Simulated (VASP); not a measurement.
Set up this calculation in VASP 6.6.1, as the native input.

```yaml
Task: single point
Functional: LDA
Potentials_or_basis: VASP PAW LDA potentials, release 64 (W_sv)
Cutoff: 520 eV
k_mesh: 22 × 22 × 22
Occupations: gaussian, width 0.15 eV
Spin: no spin polarisation
Dipole_correction: no
Further_INCAR_settings: ALGO = Fast; EDIFF = 1e-06; NBANDS = 13
```

The structure of W lies in POSCAR:

```
W
1.0
   -1.9583574498      1.5728656002      1.5728656002
    1.5728656002     -1.9583574498      1.5728656002
    1.5728656002      1.5728656002     -1.9583574498
W
1
Direct
    0.0000000000      0.0000000000      0.0000000000
```

One way to write it, as run:

INCAR

```
SYSTEM = W
PREC     = Accurate       ! precision mode
ENCUT    = 520            ! plane-wave cutoff, eV
EDIFF    = 1E-6           ! SCF threshold, eV
ISMEAR   = 0              ! smearing method
SIGMA    = 0.15           ! smearing width, eV
LREAL    = .FALSE.        ! projectors in reciprocal space
LASPH    = .TRUE.         ! aspherical terms in the spheres
NELM     = 60             ! most SCF steps
ALGO     = Fast           ! electronic algorithm
ISIF     = 2              ! what is computed and relaxed
LWAVE    = .FALSE.        ! write WAVECAR
LCHARG   = .FALSE.        ! write CHGCAR
NBANDS   = 13             ! bands
```

KPOINTS

```
Automatic mesh
0
G
  22 22 22
  0 0 0
```

Potentials or basis: VASP PAW LDA potentials, release 64 (W_sv).

Launch:

```console
$ cat potpaw_LDA.64/W_sv/POTCAR > POTCAR
$ mpirun -np 1 vasp_std > vasp.out
```

Results of the run:

```json
{
 "Pressure": "89.5 GPa",
 "Band gap on the k mesh": "zero (bands 7 and 8 overlap by 5.54 eV)"
}
```

Caveat: atoms lie so close that the PAW spheres overlap strongly, which falsifies energies and pressures; the cell stands under pressure; spin-orbit coupling is left out, which moves the levels of the heavy elements.

Run time: 3.3 min on 1 thread of AMD EPYC 7R13 Processor (Zen 3) (shared host), peak memory 0.26 GiB.
